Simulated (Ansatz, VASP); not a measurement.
# InAs in VASP and in Ansatz

```
In As
1.0
     0.00000    2.87730    2.87730
     2.87730    0.00000    2.87730
     2.87730    2.87730    0.00000
In As
1 1
Direct
  0.50000 0.50000 0.50000
  0.00000 0.00000 0.00000
```

Alike in both runs: task relaxation of cell and atoms; functional BLYP; dispersion D4; k mesh 8 × 8 × 8; occupations fermi-dirac, width 0.05 eV; no spin polarisation.

```csv
,VASP,Ansatz
version,VASP 6.6.1,Ansatz 0.2.0
potentials or method,"VASP PAW PBE potentials, release 64 (In_d, As)",Ansatz PAW
plane-wave cutoff (eV),600,420
valence electrons in the cell,18,28
```

Ansatz gave:

```
gap on the k mesh at the Fermi level, each at its own relaxed structure (eV) : none
relaxed volume (Å³/atom)                                                     : 23.57
relaxed length of the cell vector where the two differ most in proportion (Å)              : 4.055
```

Problem. Which values does VASP return?

Solution. gap on the k mesh at the Fermi level, each at its own relaxed structure (eV): none; relaxed volume (Å³/atom): 23.65; relaxed length of the cell vector where the two differ most in proportion (Å): 4.060.

VASP's potentials were made for PBE, not for BLYP. A gap of «none» marks a metal or a gap that the smearing closes. VASP's potentials hold 18 valence electrons a cell and Ansatz's 28, so a difference there can come from the potentials and not from the codes.

Noted on Ansatz's run: the plane-wave basis is chosen anew once the cell has moved, so the energies of steps on either side of that aren't comparable.
